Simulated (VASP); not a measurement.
A run of VASP 6.6.1:

INCAR

```
ALGO     = Normal         # electronic algorithm
EDIFF    = 1E-7           # SCF threshold, eV
ENCUT    = 520            # plane-wave cutoff, eV
GGA      = PE             # functional
ISIF     = 2              # what is computed and relaxed
ISMEAR   = -1             # smearing method
LASPH    = True           # aspherical terms in the spheres
LCHARG   = True           # write CHGCAR
LELF     = True           # ELF
LREAL    = False          # projectors in reciprocal space
LVHAR    = True         
LWAVE    = False          # write WAVECAR
NBANDS   = 9              # bands
NELM     = 100            # most SCF steps
PREC     = Accurate       # precision mode
SIGMA    = 0.1            # smearing width, eV
```

File KPOINTS:

```
k-points
0
Gamma
  18 18 18
```

Contents of POSCAR:

```
Te
1.0
   -1.5274986988      1.5274986988      1.5274986988
    1.5274986988     -1.5274986988      1.5274986988
    1.5274986988      1.5274986988     -1.5274986988
Te
1
Direct
    0.0000000000      0.0000000000      0.0000000000
```

Potentials or basis: VASP PAW PBE potentials, release 64 (Te).

The run is started by

```bash
$ cat potpaw_PBE.64/Te/POTCAR > POTCAR
$ mpirun -np 1 vasp_std > vasp.out
```

Hardware: 1 thread of AMD EPYC 7R13, on a shared host.

Problem. How long does it take, and how much memory?

Solution. Run time: 30 s on 1 thread of AMD EPYC 7R13, on a shared host, peak memory 0.14 GiB. Counts: scf iterations 12, k points 195.
